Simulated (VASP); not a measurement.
Write the native input for VASP 6.6.1 that does the following.

| Item | Value |
| --- | --- |
| Task | single point |
| Functional | r2SCAN |
| Potentials or basis | VASP PAW PBE potentials, release 64 (Ti_sv, O) |
| Cutoff | 520 eV |
| k mesh | 6 × 6 × 4 |
| Occupations | gaussian, width 0.05 eV |
| Spin | no spin polarisation |
| Dipole correction | no |
| Further INCAR settings | ALGO = Normal; EDIFF = 1e-06; NBANDS = 46 |

The system is TiO2.

```xyz
9
Lattice="6.0069 0.0000 0.0000 -3.0035 5.2022 0.0000 0.0000 0.0000 6.5450" Properties=species:S:1:pos:R:3 pbc="T T T"
Ti    2.8002    0.0000    2.1817
Ti   -1.4001    2.4251    4.3634
Ti    1.6034    2.7771    0.0000
O     1.7004    1.4136    1.3980
O     3.9325    0.7658    3.5797
O     3.3775    3.0228    5.7614
O     0.3740    2.1794    5.1470
O    -1.3031    3.7885    2.9653
O     0.9290    4.4364    0.7837
```

This cell differs from its parent crystal: strain +0.080 along x and y, +0.080 along z.

These files were run (other wordings do the same):

POSCAR

```
TiO2
1.0
    6.0069468606      0.0000000000      0.0000000000
   -3.0034734303      5.2021685805      0.0000000000
    0.0000000000      0.0000000000      6.5450430676
Ti O
3 6
Direct
    0.4661652025      0.0000000000      0.3333333333
    0.0000000000      0.4661652025      0.6666666667
    0.5338347975      0.5338347975      0.0000000000
    0.4189423308      0.2717377456      0.2136010424
    0.7282622544      0.1472045851      0.5469343757
    0.8527954149      0.5810576692      0.8802677091
    0.2717377456      0.4189423308      0.7863989576
    0.1472045851      0.7282622544      0.4530656243
    0.5810576692      0.8527954149      0.1197322909
```

INCAR.step1

```
PREC = Accurate
ENCUT = 520
ISMEAR = 0
SIGMA = 0.05
LREAL = False
LASPH = True
NELM = 80
NBANDS = 46
GGA = PE
ALGO = Normal
EDIFF = 1E-4
LWAVE = True
LCHARG = False
```

INCAR.step2

```
PREC = Accurate
ENCUT = 520
EDIFF = 1E-6
ISMEAR = 0
SIGMA = 0.05
LREAL = False
LASPH = True
NELM = 80
ALGO = Normal
ISIF = 2
LWAVE = False
LCHARG = False
METAGGA = R2SCAN
LMIXTAU = True
NBANDS = 46
ISTART = 1
```

KPOINTS

```
Automatic mesh
0
Gamma
  6 6 4
```

Potentials or basis: VASP PAW PBE potentials, release 64 (Ti_sv, O).

The run is started by

```sh
$ cat potpaw_PBE.64/Ti_sv/POTCAR potpaw_PBE.64/O/POTCAR > POTCAR
$ cp INCAR.step1 INCAR
$ mpirun -np 1 vasp_std > vasp.out
$ cp INCAR.step2 INCAR
$ mpirun -np 1 vasp_std > vasp.out
```

It gave:

* Pressure: -18.4 GPa
* Largest force: 1.674 eV/Å
* Band gap on the k mesh: 2.98 eV

Caveat: the cell differs from its parent crystal (strain +0.080 along x and y, +0.080 along z); the cell stands under tension; the PAW data sets were made with another functional, which shifts forces and pressure a little.

Wall time 10 min on 1 thread of Intel(R) Xeon(R) 6975P-C (Granite Rapids) (shared host), peak memory 0.47 GiB.
